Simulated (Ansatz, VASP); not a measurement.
## One calculation of LiF, two programs

```xyz
2
Lattice="0.0000 2.0140 2.0140 2.0140 0.0000 2.0140 2.0140 2.0140 0.0000" Properties=species:S:1:pos:R:3 pbc="T T T"
Li    0.0000    0.0000   -0.1250
F     2.0140    2.0140    2.0140
```

Change from the starting cell: all Li atoms moved +0.125 Å, as atom 1 towards its neighbour atom 2 (F) at 2.014 Å.

Alike in both runs: task single point; functional PBE; k mesh 10 × 10 × 10; occupations gaussian, width 0.05 eV; no spin polarisation.

```csv
,VASP,Ansatz
version,VASP 6.6.1,Ansatz 0.2.0
potentials or method,"VASP PAW PBE potentials, release 64 (Li_sv, F), cutoff 520 eV","scalar-relativistic, plane waves, PAW"
valence electrons in the cell,10,10
```

Ansatz gave:

| Item | Value |
| --- | --- |
| gap on the k mesh at the Fermi level (eV) | 9.07 |
| least direct gap on the mesh (eV) | 9.07 |
| rms of the force components (eV/Å) | 0.133 |

Task: Which values does VASP return?

Result: gap on the k mesh at the Fermi level (eV): 9.06; least direct gap on the mesh (eV): 9.06; rms of the force components (eV/Å): 0.140.

Atom by atom the forces differ by 0.007 eV/Å (rms over components).

Noted on VASP's run: the cutoff is short for stress, so the pressure is rough.
